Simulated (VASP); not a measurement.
# K (R-3m) in VASP: a series of runs

K is run at these levels: PBE; tasks: single point.

Everything below comes from runs of VASP 6.6.1. Logs are shortened: lines on timing, memory, paths and dates and some standing lists are left out, and cuts for length are marked.

### Step 1. The cell of the first run

It takes space group R-3m (No. 166, trigonal). The conventional cell has a = 6.604 Å, b = 6.604 Å, c = 5.702 Å, α = 90.00°, β = 90.00°, γ = 120.00°. Within 5.6 Å of K (site symmetry -3m) lie 12 K at 4.26 to 5.38 Å.

### Step 2. Single point, PBE

File INCAR:

```
ALGO = Fast ; EDIFF = 1E-6
ENCUT = 520 ; GGA = PE
ISIF = 2 ; ISMEAR = 0
LASPH = T ; LCHARG = F
LREAL = F ; LWAVE = F
NBANDS = 10 ; NELM = 80
PREC = Accurate ; SIGMA = 0.15
```

File KPOINTS:

```
k-points
0
Gamma
  14 14 14
```

File POSCAR:

```
K
1.0
   -2.0156190178      2.6537686682      2.6537686682
    2.6537686682     -2.0156190178      2.6537686682
    2.6537686682      2.6537686682     -2.0156190178
K
1
Direct
    0.0000000000      0.0000000000      0.0000000000
```

Potentials or basis: VASP PAW PBE potentials, release 64 (K_sv).

The run is started by

```console
$ cat potpaw_PBE.64/K_sv/POTCAR > POTCAR
$ mpirun -np 1 vasp_std > vasp.out
```

OUTCAR:

```text
EDIFF = 1E-6
   ENCUT = 520
   GGA = PE
   ISIF = 2
   ISMEAR = 0
   LASPH = T
   LREAL = F
   NELM = 80
   PREC = Accurate

 ion  position               nearest neighbor table
   1  0.000  0.000  0.000-

  LATTYP: Found a trigonal (rhomboedric) cell.
 ALAT       =     4.2600113044
 COS(alpha) =    -0.2014297013

  Lattice vectors:

 A1 = (  -2.0156190178,   2.6537686682,   2.6537686682)
 A2 = (   2.6537686682,  -2.0156190178,   2.6537686682)
 A3 = (   2.6537686682,   2.6537686682,  -2.0156190178)

Analysis of symmetry for initial positions (statically):
=====================================================================
 Subroutine PRICEL returns:
 Original cell was already a primitive cell.

 Routine SETGRP: Setting up the symmetry group for a
 trigonal (rhombohedral) supercell.

 Subroutine GETGRP returns: Found 12 space group operations
 (whereof 12 operations were pure point group operations)
 out of a pool of 12 trial point group operations.

The static configuration has the point symmetry D_3d.

Analysis of symmetry for dynamics (positions and initial velocities):
=====================================================================
 Subroutine PRICEL returns:
 Original cell was already a primitive cell.

 Routine SETGRP: Setting up the symmetry group for a
 trigonal (rhombohedral) supercell.

 Subroutine GETGRP returns: Found 12 space group operations
 (whereof 12 operations were pure point group operations)
 out of a pool of 12 trial point group operations.

The dynamic configuration has the point symmetry D_3d.

 Subroutine INISYM returns: Found 12 space group operations
 (whereof 12 operations are pure point group operations),
 and found     1 'primitive' translations

----------------------------------------------------------------------------------------

                                     Primitive cell

  volume of cell :      71.7743

  direct lattice vectors                    reciprocal lattice vectors
    -2.015619018  2.653768668  2.653768668    -0.041515813  0.172645029  0.172645029
     2.653768668 -2.015619018  2.653768668     0.172645029 -0.041515813  0.172645029
     2.653768668  2.653768668 -2.015619018     0.172645029  0.172645029 -0.041515813

  length of vectors
     4.260011304  4.260011304  4.260011304     0.247661412  0.247661412  0.247661412

  position of ions in fractional coordinates (direct lattice)
     0.000000000  0.000000000  0.000000000

  ion indices of the primitive-cell ions
   primitive index   ion index
                 1           1

----------------------------------------------------------------------------------------
[... 68 lines left out ...]
   ENCUT  =  520.0 eV  38.22 Ry    6.18 a.u.   7.92  7.92  7.92*2*pi/ulx,y,z
   NELM   =     80;   NELMIN=  2; NELMDL= -5     # of ELM steps
   EDIFF  = 0.1E-05   stopping-criterion for ELM
   LREAL  =      F    real-space projection
[... 7 lines left out ...]
   TEBEG  =    0.0;   TEEND  =   0.0 temperature during run
   PSTRESS=    0.0 pullay stress
   NELECT =       9.0000    total number of electrons
   NUPDOWN=      -1.0000    fix difference up-down
   EMIN   =  10.00;   EMAX   =-10.00  energy-range for DOS
   EFERMI =   0.00;   METHOD = LEGACY
   ISMEAR =     0;   SIGMA  =   0.15  broadening in eV -4-tet -1-fermi 0-gaus
   EFERMI_NEDOS =   21; number of points for ismear=-14 and -15
   IALGO  =     68    algorithm
   IMIX   =      4    mixing-type and parameters
     AMIX     =   0.40;   BMIX     =  1.00
     AMIX_MAG =   1.60;   BMIX_MAG =  1.00
  volume/ion in A,a.u.               =      71.77       484.36
  Fermi-wavevector in a.u.,A,eV,Ry     =   0.819406  1.548454  9.135317  0.671427
  Thomas-Fermi vector in A             =   1.930206
   LORBIT       =      0    0 simple, 1 ext, 2 COOP (PROOUT), +10 PAW based schemes
   GGA     = PE    functional components
   LHFCALC =     F    Hartree Fock is set to
   AEXX    =    0.0000 exact exchange contribution
   IVDW    =     0    specifies the selected vdW correction
   LEPSILON=     F    determine dielectric tensor
   LRPA    =     F    only Hartree local field effects (RPA)
 non-spin polarized calculation
 RMM-DIIS sequential band-by-band and
 Gauss-broadening in eV      SIGMA  =   0.15
  energy-cutoff  :      520.00
  volume of cell :       71.77
 maximum number of plane-waves:      1957
   NGX = 15   NGY = 15   NGZ = 15

 number of electron       9.0000000 magnetization

 Free energy of the ion-electron system (eV)
  ---------------------------------------------------
  ext. energy  EPLUGINS =         0.00000000
  ---------------------------------------------------
  free energy    TOTEN  =        -0.99035059 eV

  energy without entropy =       -0.98138489  energy(sigma->0) =       -0.98586774

 E-fermi :  -0.0334     XC(G=0):  -5.7062

 val. band max:       -0.0344383352   @ k =   0.2857   0.2857   0.0714
 cond. band min:      -0.0332493441   @ k =   0.3571   0.1429   0.1429
 fundamental gap:      0.0011889910
 Fermi energy:        -0.0334376118

 k-point     1 :       0.0000    0.0000    0.0000
  band No.  band energies     occupation
      1     -32.2699      2.00000
      2     -15.7081      2.00000
      3     -15.7067      2.00000
      4     -15.7067      2.00000
      5      -2.2434      2.00000
      6       3.2981      0.00000
      7       3.2981      0.00000
      8       5.3580      0.00000
      9       5.8603      0.00000
     10       5.8606      0.00000
[... 287 lines left out ...]
 k-point    24 :       0.2857    0.1429    0.0000
  band No.  band energies     occupation
      1     -32.2658      2.00000
      2     -15.7673      2.00000
      3     -15.7234      2.00000
      4     -15.7037      2.00000
      5      -1.0042      2.00000
      6       1.8235      0.00000
      7       2.8988      0.00000
      8       5.0222      0.00000
      9       5.5484      0.00000
     10       5.7783      0.00000

 [... further k-points ...]
[... 5 lines left out ...]
  --------------------------------------------------------------------------------------
  -------------------------------------------------------------------------------------
  Total        0.0994878      0.0994878      0.0994878     -0.1206401     -0.1206401     -0.1206401
  in kB        2.2208100      2.2208100      2.2208100     -2.6929805     -2.6929805     -2.6929805
  external PRESSURE =       2.2208100 kB  Pullay stress =       0.0000000 kB

 VOLUME and BASIS-vectors are now :
 -----------------------------------------------------------------------------
  energy-cutoff  :      520.00
  volume of cell :       71.77
      direct lattice vectors                 reciprocal lattice vectors
    -2.015619018  2.653768668  2.653768668    -0.041515813  0.172645029  0.172645029
     2.653768668 -2.015619018  2.653768668     0.172645029 -0.041515813  0.172645029
     2.653768668  2.653768668 -2.015619018     0.172645029  0.172645029 -0.041515813

 POSITION                                       TOTAL-FORCE (eV/Angst)
 -----------------------------------------------------------------------------------
      0.00000      0.00000      0.00000         0.000000     -0.000000      0.000000
 -----------------------------------------------------------------------------------
    total drift:                                0.000000      0.000000     -0.000000

  FREE ENERGIE OF THE ION-ELECTRON SYSTEM (eV)
  ---------------------------------------------------
  free  energy   TOTEN  =        -0.9903505948 eV

  energy  without entropy=       -0.9813848917  energy(sigma->0) =       -0.98586774
```

Run time: 1.9 min. Hardware: 1 thread of Intel Xeon Platinum 8175M at 2.50GHz (Skylake/Cascade Lake), shared host; peak memory 0.31 GiB.

Results:

```yaml
Free_energy: -0.9904 eV
Pressure: 0.2 GPa
```

Stress tensor (GPa, compression positive):
```
 0.22 -0.27 -0.27
-0.27  0.22 -0.27
-0.27 -0.27  0.22
```

### Step 3. Single point, PBE

This run uses another cell than the first one, of the same volume but with other edges.

File INCAR:

```
SYSTEM = K
PREC = Accurate ; ENCUT = 520
EDIFF = 1E-6 ; ISMEAR = 0
SIGMA = 0.15 ; LREAL = .FALSE.
LASPH = .TRUE. ; NELM = 60
ALGO = Fast ; ISIF = 2
LWAVE = .FALSE. ; LCHARG = .FALSE.
GGA = PE ; NBANDS = 10
```

File KPOINTS:

```
Automatic mesh
0
G
  14 14 14
  0 0 0
```

File POSCAR:

```
K
1.0
   -3.5178465202      2.6901179272      2.6901179272
    2.6901179272     -3.5178465202      2.6901179272
    2.6901179272      2.6901179272     -3.5178465202
K
1
Direct
    0.0000000000      0.0000000000      0.0000000000
```

Potentials or basis: VASP PAW PBE potentials, release 64 (K_sv).

The run is started by

```console
$ cat potpaw_PBE.64/K_sv/POTCAR > POTCAR
$ mpirun -np 1 vasp_std > vasp.out
```

OUTCAR:

```text
SYSTEM = K
   PREC = Accurate
   ENCUT = 520
   EDIFF = 1E-6
   ISMEAR = 0
   LREAL = .FALSE.
   LASPH = .TRUE.
   NELM = 60
   ISIF = 2
   GGA = PE

 ion  position               nearest neighbor table
   1  0.000  0.000  0.000-

  LATTYP: Found a trigonal (rhomboedric) cell.
 ALAT       =     5.1815743808
 COS(alpha) =    -0.4354066986

  Lattice vectors:

[... 195 lines left out ...]
     10       6.0915      0.00000
[... 287 lines left out ...]
 k-point    24 :       0.2857    0.1429    0.0000
  band No.  band energies     occupation
      1     -32.6373      2.00000
      2     -16.7266      2.00000
      3     -16.0447      2.00000
      4     -16.0417      2.00000
      5       0.6989      0.00000
      6       2.4620      0.00000
      7       2.8852      0.00000
      8       4.4822      0.00000
      9       4.6381      0.00000
     10       5.1971      0.00000

 [... further k-points ...]
[... 5 lines left out ...]
  --------------------------------------------------------------------------------------
  -------------------------------------------------------------------------------------
  Total        0.3496502      0.3496502      0.3496502      0.8442211      0.8442211      0.8442211
  in kB        7.8050446      7.8050446      7.8050446     18.8450750     18.8450750     18.8450750
  external PRESSURE =       7.8050446 kB  Pullay stress =       0.0000000 kB

 VOLUME and BASIS-vectors are now :
 -----------------------------------------------------------------------------
  energy-cutoff  :      520.00
  volume of cell :       71.77
      direct lattice vectors                 reciprocal lattice vectors
    -3.517846520  2.690117927  2.690117927     0.071592621  0.232676018  0.232676018
     2.690117927 -3.517846520  2.690117927     0.232676018  0.071592621  0.232676018
     2.690117927  2.690117927 -3.517846520     0.232676018  0.232676018  0.071592621

 POSITION                                       TOTAL-FORCE (eV/Angst)
 -----------------------------------------------------------------------------------
      0.00000      0.00000      0.00000         0.000000     -0.000000      0.000000
 -----------------------------------------------------------------------------------
    total drift:                                0.000000     -0.000000     -0.000000

  FREE ENERGIE OF THE ION-ELECTRON SYSTEM (eV)
  ---------------------------------------------------
  free  energy   TOTEN  =        -0.6972088299 eV

  energy  without entropy=       -0.6882573459  energy(sigma->0) =       -0.69273309
```

It took 5.1 min on 1 thread of Intel Xeon Platinum 8175M at 2.50GHz (Skylake/Cascade Lake), shared host; peak memory 0.37 GiB.

Results:

```
Free energy : -0.6972 eV
Pressure    : 0.8 GPa
```

[end of part 1 of 2]
